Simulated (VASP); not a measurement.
# HfN (F-43m) in VASP: notebook, part 2 of 2

VASP 6.6.1.

## 4. Single point, PBEsol

This run uses another cell than the first one, of 14.07 Å³/atom, 0.977 times its volume.

INCAR reads:

```
PREC = Accurate
ENCUT = 520
EDIFF = 1E-6
ISMEAR = -1
SIGMA = 0.05
LREAL = False
LASPH = True
NELM = 60
ALGO = Normal
ISIF = 2
LWAVE = False
LCHARG = False
GGA = PS
NBANDS = 14
```

KPOINTS reads:

```
regular mesh
0
Gamma
  9 9 9
```

POSCAR reads:

```
HfN
1.0
    0.0000000000      2.4141707864      2.4141707864
    2.4141707864      0.0000000000      2.4141707864
    2.4141707864      2.4141707864      0.0000000000
Hf N
1 1
Direct
    0.0000000000      0.0000000000      0.0000000000
    0.2500000000      0.2500000000      0.2500000000
```

Potentials or basis: VASP PAW PBE potentials, release 64 (Hf_pv, N).

Run with:

```bash
$ cat potpaw_PBE.64/Hf_pv/POTCAR potpaw_PBE.64/N/POTCAR > POTCAR
$ mpirun -np 1 vasp_std > vasp.out
```

OUTCAR:

```text
PREC = Accurate
   ENCUT = 520
   EDIFF = 1E-6
   ISMEAR = -1
   LREAL = False
   LASPH = True
   NELM = 60
   ISIF = 2
   GGA = PS

 ion  position               nearest neighbor table
   1  0.000  0.000  0.000-   2 2.09   2 2.09   2 2.09   2 2.09
   2  0.250  0.250  0.250-   1 2.09   1 2.09   1 2.09   1 2.09

  LATTYP: Found a face centered cubic cell.
 ALAT       =     4.8283415728

  Lattice vectors:

 A1 = (   0.0000000000,   2.4141707864,   2.4141707864)
 A2 = (   2.4141707864,   0.0000000000,   2.4141707864)
 A3 = (   2.4141707864,   2.4141707864,   0.0000000000)

Analysis of symmetry for initial positions (statically):
=====================================================================
 Subroutine PRICEL returns:
 Original cell was already a primitive cell.

 Routine SETGRP: Setting up the symmetry group for a
 face centered cubic supercell.

 Subroutine GETGRP returns: Found 24 space group operations
 (whereof 24 operations were pure point group operations)
 out of a pool of 48 trial point group operations.

The static configuration has the point symmetry T_d .

Analysis of symmetry for dynamics (positions and initial velocities):
=====================================================================
 Subroutine PRICEL returns:
 Original cell was already a primitive cell.

 Routine SETGRP: Setting up the symmetry group for a
 face centered cubic supercell.

 Subroutine GETGRP returns: Found 24 space group operations
 (whereof 24 operations were pure point group operations)
 out of a pool of 48 trial point group operations.

The dynamic configuration has the point symmetry T_d .

 Subroutine INISYM returns: Found 24 space group operations
 (whereof 24 operations are pure point group operations),
 and found     1 'primitive' translations

----------------------------------------------------------------------------------------

                                     Primitive cell

  volume of cell :      28.1406
[... 112 lines left out ...]
  Thomas-Fermi vector in A             =   2.456693
   LORBIT       =      0    0 simple, 1 ext, 2 COOP (PROOUT), +10 PAW based schemes
   GGA     = PS    functional components
   LHFCALC =     F    Hartree Fock is set to
   AEXX    =    0.0000 exact exchange contribution
   IVDW    =     0    specifies the selected vdW correction
   LEPSILON=     F    determine dielectric tensor
   LRPA    =     F    only Hartree local field effects (RPA)
 non-spin polarized calculation
  energy-cutoff  :      520.00
  volume of cell :       28.14
 maximum number of plane-waves:       769
 NGX is ok and might be reduce to    28
   NGX = 13   NGY = 13   NGZ = 13

 number of electron      15.0000002 magnetization

 Free energy of the ion-electron system (eV)
  ---------------------------------------------------
  ext. energy  EPLUGINS =         0.00000000
  ---------------------------------------------------
  free energy    TOTEN  =       -22.26405897 eV

  energy without entropy =      -22.25892197  energy(sigma->0) =      -22.26149047

 E-fermi :   5.9881     XC(G=0): -11.6370

 val. band max:        5.9644010051   @ k =  -0.2222   0.3333   0.1111
 cond. band min:       6.0331009689   @ k =   0.2222   0.2222   0.0000
 fundamental gap:      0.0686999637
 Fermi energy:         5.9880577370

 k-point     1 :       0.0000    0.0000    0.0000
  band No.  band energies     occupation
      1     -24.8824      2.00000
      2     -24.8824      2.00000
      3     -24.8824      2.00000
      4     -10.3661      2.00000
      5       0.3011      2.00000
      6       0.3011      2.00000
      7       0.3011      2.00000
      8       5.3793      1.99999
      9       8.3151      0.00000
     10       8.3151      0.00000
     11      12.9046      0.00000
     12      12.9046      0.00000
     13      12.9046      0.00000
     14      18.5405      0.00000
[... 377 lines left out ...]
      1     -25.4418      2.00000
      2     -25.0715      2.00000
      3     -25.0715      2.00000
      4      -8.7752      2.00000
      5      -1.2093      2.00000
      6       2.2534      2.00000
      7       2.2534      2.00000
      8       4.8130      2.00000
      9       8.4847      0.00000
     10      10.1886      0.00000
     11      11.0755      0.00000
     12      11.0755      0.00000
     13      15.4905      0.00000
     14      18.3951      0.00000

 [... further k-points ...]
[... 5 lines left out ...]
  --------------------------------------------------------------------------------------
  -------------------------------------------------------------------------------------
  Total        0.7463012      0.7463012      0.7463012      0.0000000      0.0000000     -0.0000000
  in kB       42.4903932     42.4903932     42.4903932      0.0000000      0.0000000     -0.0000000
  external PRESSURE =      42.4903932 kB  Pullay stress =       0.0000000 kB

 VOLUME and BASIS-vectors are now :
 -----------------------------------------------------------------------------
  energy-cutoff  :      520.00
  volume of cell :       28.14
      direct lattice vectors                 reciprocal lattice vectors
     0.000000000  2.414170786  2.414170786    -0.207110451  0.207110451  0.207110451
     2.414170786  0.000000000  2.414170786     0.207110451 -0.207110451  0.207110451
     2.414170786  2.414170786  0.000000000     0.207110451  0.207110451 -0.207110451

 POSITION                                       TOTAL-FORCE (eV/Angst)
 -----------------------------------------------------------------------------------
      0.00000      0.00000      0.00000         0.000000      0.000000      0.000000
      1.20709      1.20709      1.20709        -0.000000     -0.000000     -0.000000
 -----------------------------------------------------------------------------------
    total drift:                               -0.000000     -0.000000     -0.000000

  FREE ENERGIE OF THE ION-ELECTRON SYSTEM (eV)
  ---------------------------------------------------
  free  energy   TOTEN  =       -22.2640589747 eV

  energy  without entropy=      -22.2589219654  energy(sigma->0) =      -22.26149047
```

stdout:

```text
POSCAR found type information on POSCAR HfN
 POSCAR found :  2 types and       2 ions
 scaLAPACK will be used
 -----------------------------------------------------------------------------
|                                                                             |
|                                                                             |
|     You enforced a specific xc type in the INCAR file but a different       |
|     I HOPE YOU KNOW WHAT YOU ARE DOING!                                     |
|                                                                             |
 -----------------------------------------------------------------------------

 LDA part: xc-table for (Slater+PW92), standard interpolation
 POSCAR, INCAR and KPOINTS ok, starting setup
 FFT: planning ... GRIDC
 FFT: planning ... GRID_SOFT
 FFT: planning ... GRID
 WAVECAR not read
 entering main loop
```

It took 9.6 s on 1 thread of Intel Xeon 6975P-C, shared host; peak memory 0.16 GiB.

Results:

* Free energy: -22.2641 eV
* Pressure: 4.2 GPa

Levels at points of the mesh, in eV from the Fermi level:
```tsv
k point	band 4	band 5	band 6	band 7	band 8	band 9	band 10	band 11
(0.00, 0.00, 0.00)	-16.35	-5.69	-5.69	-5.69	-0.61	2.33	2.33	6.92
```

Caveat: the PAW data sets were made with another functional, which shifts forces and pressure a little; spin-orbit coupling is left out, which moves the levels of the heavy elements.

## 5. Relaxation of cell and atoms, PBEsol

This run uses another cell than the first one, of 14.79 Å³/atom, 1.027 times its volume.

INCAR reads:

```
SYSTEM = HfN
  PREC = Accurate
  ENCUT = 600
  EDIFF = 1E-6
  ISMEAR = -1
  SIGMA = 0.05
  LREAL = .False.
  LASPH = .True.
  NELM = 100
  ALGO = Normal
  ISIF = 3
  LWAVE = .False.
  LCHARG = .False.
  GGA = PS
  IBRION = 2
  NSW = 60
  EDIFFG = -0.01
```

KPOINTS reads:

```
regular mesh
0
Gamma
  9 9 9
  0 0 0
```

POSCAR reads:

```
HfN
1.0
    0.0000000000      2.4548220000      2.4548220000
    2.4548220000      0.0000000000      2.4548220000
    2.4548220000      2.4548220000      0.0000000000
Hf N
1 1
Direct
    0.0000000000      0.0000000000      0.0000000000
    0.2500000000      0.2500000000      0.2500000000
```

Run with:

```bash
$ cat potpaw_PBE.64/Hf_pv/POTCAR potpaw_PBE.64/N/POTCAR > POTCAR
$ mpirun -np 1 vasp_std > vasp.out
```

It took 23 s on 1 thread of Intel Xeon 6975P-C, shared host; peak memory 0.17 GiB.

It converged, with:

```
Free energy                            : -22.2745 eV
Relaxed volume                         : 14.35 Å³/atom
Relaxed cell                           : a = 3.437 Å, b = 3.437 Å, c = 3.437 Å, α = 60.00°, β = 60.00°, γ = 60.00°
Space group after relaxing (to 0.05 Å) : F-43m (No. 216)
Energy gained by relaxing              : 8.6 meV/atom
Ionic steps                            : 3
Pressure after relaxing                : -0.1 GPa
```

Step by step:
```tsv
step	energy change (eV)	largest force (eV/Å)	pressure (GPa)	volume (Å³)
1	0.0000	0.0000	-5.99	29.59
2	0.0313	0.0000	11.60	27.28
3	-0.0173	0.0000	-0.07	28.70
```

Final structure:
```cif
data_structure
_symmetry_space_group_name_H-M 'P 1'
_symmetry_Int_Tables_number 1
_cell_length_a 3.4366
_cell_length_b 3.4366
_cell_length_c 3.4366
_cell_angle_alpha 60.000
_cell_angle_beta 60.000
_cell_angle_gamma 60.000
_cell_volume 28.70
loop_
_atom_site_label
_atom_site_type_symbol
_atom_site_fract_x
_atom_site_fract_y
_atom_site_fract_z
_atom_site_occupancy
Hf1 Hf 0.00000 0.00000 0.00000 1
N1 N 0.25000 0.25000 0.25000 1
```

Levels at points of the mesh, in eV from the Fermi level:
```tsv
k point	band 3	band 4	band 5	band 6	band 7	band 8	band 9	band 10	band 11
(0.00, 0.00, 0.00)	-30.94	-16.25	-5.59	-5.59	-5.59	-0.65	2.29	2.29	6.79
```

Caveat: the PAW data sets were made with another functional, which shifts forces and pressure a little; spin-orbit coupling is left out, which moves the levels of the heavy elements.

## 6. The runs side by side

| task | cell | cutoff (eV) | gap on the mesh (eV) | pressure (GPa) |
| --- | --- | --- | --- | --- |
| single point | a = 3.441 Å, angles 60.0°, 2 atoms | 520 | none | -0.8 |
| single point | a = 3.430 Å, angles 60.0°, 2 atoms | 520 | none | 1.2 |
| single point | a = 3.414 Å, angles 60.0°, 2 atoms | 520 | none | 4.2 |
| relaxation of cell and atoms | relaxed from a = 3.472 Å, angles 60.0°, 2 atoms | 600 | none | -0.1 |

Alike in all rows: level PBEsol; potentials or basis VASP PAW PBE potentials, release 64 (Hf_pv, N); no spin polarisation; k mesh 9 × 9 × 9; smearing fermi-dirac 0.05 eV.

Caveats: the PAW data sets were made with another functional, which shifts forces and pressure a little; spin-orbit coupling is left out, which moves the levels of the heavy elements.

Total energies depend on the potentials used, so only differences within one code and one set of settings carry meaning.
